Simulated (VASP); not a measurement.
# HfO2 (R3m) in VASP: single point with PBE

Aim: the single point of HfO2 with PBE.

Program: VASP 6.6.1. These are calculated values, not measurements. Logs are shortened: lines on timing, memory, paths and dates and some standing lists are left out, and cuts for length are marked.

**1. The cell of the first run**

The structure is trigonal, space group R3m (No. 160). Conventional cell: a = 3.500 Å, b = 3.500 Å, c = 8.574 Å, α = 90.00°, β = 90.00°, γ = 120.00°. Within 2.5 Å of Hf (site symmetry 3m) lie 8 O at 1.85 to 2.26 Å. O (site symmetry 3m) has 4 Hf at 1.85 to 2.26 Å and 3 O at 2.32 Å within 2.5 Å. Within 2.8 Å of O (site symmetry 3m) lie 4 Hf at 2.14 Å and 6 O at 2.32 to 2.66 Å.

**2. Single point, PBE**

INCAR

```
PREC = Accurate
ENCUT = 600
EDIFF = 1E-6
ISMEAR = -1
SIGMA = 0.05
LREAL = F
LASPH = T
NELM = 120
ALGO = Normal
ISIF = 2
LWAVE = F
LCHARG = F
GGA = PE
NBANDS = 18
GGA_COMPAT = F
```

KPOINTS

```
Automatic mesh
0
Gamma
  3 3 3
```

POSCAR

```
HfO2
1.0
    0.0000000000      2.4750000000      2.4750000000
    2.4750000000      0.0000000000      2.4750000000
    2.4750000000      2.4750000000      0.0000000000
Hf O
1 2
Direct
    0.0000000000      0.0000000000      0.0000000000
    0.2157773733      0.2157773733      0.2157773733
    0.7500000000      0.7500000000      0.7500000000
```

Potentials or basis: VASP PAW PBE potentials, release 64 (Hf_pv, O).

Run with:

```
$ cat potpaw_PBE.64/Hf_pv/POTCAR potpaw_PBE.64/O/POTCAR > POTCAR
$ mpirun -np 1 vasp_std > vasp.out
```

OUTCAR:

```text
PREC = Accurate
   ENCUT = 600
   EDIFF = 1E-6
   ISMEAR = -1
   LREAL = F
   LASPH = T
   NELM = 120
   ISIF = 2
   GGA = PE

 ion  position               nearest neighbor table
   1  0.000  0.000  0.000-   2 1.85   3 2.14   3 2.14   3 2.14   3 2.14   2 2.26   2 2.26   2 2.26

   2  0.216  0.216  0.216-   1 1.85   1 2.26   1 2.26   1 2.26
   3  0.750  0.750  0.750-   1 2.14   1 2.14   1 2.14   1 2.14

  LATTYP: Found a face centered cubic cell.
 ALAT       =     4.9500000000

  Lattice vectors:

 A1 = (   0.0000000000,   2.4750000000,   2.4750000000)
 A2 = (   2.4750000000,   0.0000000000,   2.4750000000)
 A3 = (   2.4750000000,   2.4750000000,   0.0000000000)

Analysis of symmetry for initial positions (statically):
=====================================================================
 Subroutine PRICEL returns:
 Original cell was already a primitive cell.

 Routine SETGRP: Setting up the symmetry group for a
 face centered cubic supercell.

 Subroutine GETGRP returns: Found  6 space group operations
 (whereof  6 operations were pure point group operations)
 out of a pool of 48 trial point group operations.

The static configuration has the point symmetry C_3v.

Analysis of symmetry for dynamics (positions and initial velocities):
=====================================================================
 Subroutine PRICEL returns:
 Original cell was already a primitive cell.

 Routine SETGRP: Setting up the symmetry group for a
 face centered cubic supercell.

 Subroutine GETGRP returns: Found  6 space group operations
 (whereof  6 operations were pure point group operations)
 out of a pool of 48 trial point group operations.

The dynamic configuration has the point symmetry C_3v.

 Subroutine INISYM returns: Found  6 space group operations
 (whereof  6 operations are pure point group operations),
 and found     1 'primitive' translations

----------------------------------------------------------------------------------------

                                     Primitive cell

  volume of cell :      30.3218

  direct lattice vectors                    reciprocal lattice vectors
     0.000000000  2.475000000  2.475000000    -0.202020202  0.202020202  0.202020202
     2.475000000  0.000000000  2.475000000     0.202020202 -0.202020202  0.202020202
     2.475000000  2.475000000  0.000000000     0.202020202  0.202020202 -0.202020202

  length of vectors
[... 62 lines left out ...]
   LASPH  =      T    aspherical Exc in radial PAW
   ENCUT  =  600.0 eV  44.10 Ry    6.64 a.u.   6.99  6.99  6.99*2*pi/ulx,y,z
   NELM   =    120;   NELMIN=  2; NELMDL= -5     # of ELM steps
   EDIFF  = 0.1E-05   stopping-criterion for ELM
   LREAL  =      F    real-space projection
   EDIFFG = 0.1E-04   stopping-criterion for IOM
   NSW    =      0    number of steps for IOM
   IBRION =     -1    ionic relax: 0-MD 1-quasi-New 2-CG
   NFREE  =      0    steps in history (QN), initial steepest desc. (CG)
   ISIF   =      2    stress and relaxation
   ISYM   =      2    0-nonsym 1-usesym 2-fastsym
   POTIM  = 0.5000    time-step for ionic-motion
   TEBEG  =    0.0;   TEEND  =   0.0 temperature during run
   PSTRESS=    0.0 pullay stress
   NELECT =      22.0000    total number of electrons
   NUPDOWN=      -1.0000    fix difference up-down
   EMIN   =  10.00;   EMAX   =-10.00  energy-range for DOS
   EFERMI =   0.00;   METHOD = LEGACY
   ISMEAR =    -1;   SIGMA  =   0.05  broadening in eV -4-tet -1-fermi 0-gaus
   EFERMI_NEDOS =   21; number of points for ismear=-14 and -15
   IALGO  =     38    algorithm
   IMIX   =      4    mixing-type and parameters
     AMIX     =   0.40;   BMIX     =  1.00
     AMIX_MAG =   1.60;   BMIX_MAG =  1.00
  volume/ion in A,a.u.               =      10.11        68.21
  Fermi-wavevector in a.u.,A,eV,Ry     =   1.471060  2.779901 29.443264  2.164019
  Thomas-Fermi vector in A             =   2.586242
   LORBIT       =      0    0 simple, 1 ext, 2 COOP (PROOUT), +10 PAW based schemes
   GGA     = PE    functional components
   LHFCALC =     F    Hartree Fock is set to
   AEXX    =    0.0000 exact exchange contribution
   IVDW    =     0    specifies the selected vdW correction
   LEPSILON=     F    determine dielectric tensor
   LRPA    =     F    only Hartree local field effects (RPA)
 non-spin polarized calculation
  energy-cutoff  :      600.00
  volume of cell :       30.32
 maximum number of plane-waves:      1018
   NGX = 13   NGY = 13   NGZ = 13

 number of electron      22.0000007 magnetization

 Free energy of the ion-electron system (eV)
  ---------------------------------------------------
  ext. energy  EPLUGINS =         0.00000000
  ---------------------------------------------------
  free energy    TOTEN  =       -29.25639196 eV

  energy without entropy =      -29.25639196  energy(sigma->0) =      -29.25639196

 E-fermi :   5.5333     XC(G=0): -12.2027

 val. band max:        4.4580263970   @ k =   0.0000   0.0000   0.0000
 cond. band min:       9.2452829326   @ k =   0.0000   0.0000   0.0000
 fundamental gap:      4.7872565356
 Fermi energy:         5.5333248787

 k-point     1 :       0.0000    0.0000    0.0000
  band No.  band energies     occupation
      1     -24.5233      2.00000
      2     -24.3423      2.00000
      3     -24.3423      2.00000
      4     -14.3542      2.00000
      5     -10.8832      2.00000
      6      -1.0704      2.00000
[... 103 lines left out ...]
      5     -11.9093      2.00000
      6      -0.8678      2.00000
[... 10 lines left out ...]
     17      17.1929      0.00000
     18      18.9922      0.00000

------------------------ aborting loop because EDIFF is reached ----------------------------------------

  FORCE on cell =-STRESS in cart. coord.  units (eV):
  Direction    XX          YY          ZZ          XY          YZ          ZX
  --------------------------------------------------------------------------------------
  -------------------------------------------------------------------------------------
  Total        6.4443953      6.4443953      6.4443953      2.8348012      2.8348012      2.8348012
  in kB      340.5157066    340.5157066    340.5157066    149.7881957    149.7881957    149.7881957
  external PRESSURE =     340.5157066 kB  Pullay stress =       0.0000000 kB

 VOLUME and BASIS-vectors are now :
 -----------------------------------------------------------------------------
  energy-cutoff  :      600.00
  volume of cell :       30.32
      direct lattice vectors                 reciprocal lattice vectors
     0.000000000  2.475000000  2.475000000    -0.202020202  0.202020202  0.202020202
     2.475000000  0.000000000  2.475000000     0.202020202 -0.202020202  0.202020202
     2.475000000  2.475000000  0.000000000     0.202020202  0.202020202 -0.202020202

 POSITION                                       TOTAL-FORCE (eV/Angst)
 -----------------------------------------------------------------------------------
      0.00000      0.00000      0.00000        -2.134319     -2.134319     -2.134319
      1.06810      1.06810      1.06810         3.913684      3.913684      3.913684
      3.71250      3.71250      3.71250        -1.779365     -1.779365     -1.779365
 -----------------------------------------------------------------------------------
    total drift:                               -0.000202     -0.000202     -0.000202

  FREE ENERGIE OF THE ION-ELECTRON SYSTEM (eV)
  ---------------------------------------------------
  free  energy   TOTEN  =       -29.2563919577 eV

  energy  without entropy=      -29.2563919576  energy(sigma->0) =      -29.25639196
```

stdout:

```text
POSCAR found type information on POSCAR HfO
 POSCAR found :  2 types and       3 ions
 scaLAPACK will be used
 LDA part: xc-table for (Slater+PW92), standard interpolation
 POSCAR, INCAR and KPOINTS ok, starting setup
 FFT: planning ... GRIDC
 FFT: planning ... GRID_SOFT
 FFT: planning ... GRID
 WAVECAR not read
 entering main loop
```

Run time: 8 s. Hardware: 1 thread of Intel Xeon 6975P-C, shared host; peak memory 0.16 GiB.

What came out:

```
Free energy            : -29.2564 eV
Pressure               : 34.1 GPa
Largest force          : 6.779 eV/Å
Band gap on the k mesh : 4.79 eV, direct
```

Forces in eV/Å, atoms in the order of the input:
```
Hf  -2.134 -2.134 -2.134
O    3.914  3.914  3.914
O   -1.779 -1.779 -1.779
```

Stress tensor (GPa, compression positive):
```
34.05 14.98 14.98
14.98 34.05 14.98
14.98 14.98 34.05
```

Caveat: the k points lie up to 0.73 Å⁻¹ apart; spin-orbit coupling is left out, which moves the levels of the heavy elements; forces of over 1 eV/Å act on the atoms, so gaps and moduli don't describe the material at rest. A k mesh can miss the band edges.
